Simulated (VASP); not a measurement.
A run of VASP 6.6.1 is set up as follows.

The input POSCAR:

```
BN
1.0
    2.5922486957      0.0000000000      0.0000000000
   -1.2961243479      2.2449532234      0.0000000000
    0.0000000000      0.0000000000      4.2268550000
B N
2 2
Direct
    0.6666666667      0.3333333333      0.9997240000
    0.3333333333      0.6666666667      0.4997240000
    0.6666666667      0.3333333333      0.6252760000
    0.3333333333      0.6666666667      0.1252760000
```

Contents of INCAR.step1:

```
SYSTEM = BN
ALGO     = Normal         ! electronic algorithm
EDIFF    = 1E-4           ! SCF threshold, eV
ENCUT    = 520            ! plane-wave cutoff, eV
GGA      = PE             ! functional
ISMEAR   = 0              ! smearing method
LASPH    = .True.         ! aspherical terms in the spheres
LCHARG   = .False.        ! write CHGCAR
LREAL    = .False.        ! projectors in reciprocal space
LWAVE    = .True.         ! write WAVECAR
NBANDS   = 16             ! bands
NELM     = 100            ! most SCF steps
PREC     = Accurate       ! precision mode
SIGMA    = 0.05           ! smearing width, eV
```

File INCAR.step2:

```
SYSTEM = BN
ALGO     = Normal         ! electronic algorithm
EDIFF    = 1E-6           ! SCF threshold, eV
ENCUT    = 520            ! plane-wave cutoff, eV
ISIF     = 2              ! what is computed and relaxed
ISMEAR   = 0              ! smearing method
ISTART   = 1            
LASPH    = .True.         ! aspherical terms in the spheres
LCHARG   = .False.        ! write CHGCAR
LMIXTAU  = .True.       
LREAL    = .False.        ! projectors in reciprocal space
LWAVE    = .False.        ! write WAVECAR
METAGGA  = R2SCAN         ! meta-GGA
NBANDS   = 16             ! bands
NELM     = 100            ! most SCF steps
PREC     = Accurate       ! precision mode
SIGMA    = 0.05           ! smearing width, eV
```

KPOINTS

```
k-points
0
Gamma
  12 12 6
  0 0 0
```

Potentials or basis: VASP PAW PBE potentials, release 64 (B, N).

Run with:

```console
$ cat potpaw_PBE.64/B/POTCAR potpaw_PBE.64/N/POTCAR > POTCAR
$ cp INCAR.step1 INCAR
$ mpirun -np 1 vasp_std > vasp.out
$ cp INCAR.step2 INCAR
$ mpirun -np 1 vasp_std > vasp.out
```

Estimate the band gap on the k mesh.

5.81 eV, indirect (least direct gap 8.65 eV).

Predict the pressure.

-14.2 GPa.

Estimate the largest force.

0.021 eV/Å.

Forces on the atoms (eV/Å):
```
B    0.000  0.000  0.021
B    0.000  0.000  0.021
N    0.000  0.000 -0.021
N    0.000  0.000 -0.021
```

Caveat: the cell differs from its parent crystal (strain +0.0150 x Voigt [1, 1, 0, 0, 0, 0]); the PAW data sets were made with another functional, which shifts forces and pressure a little. A k mesh can miss the band edges.
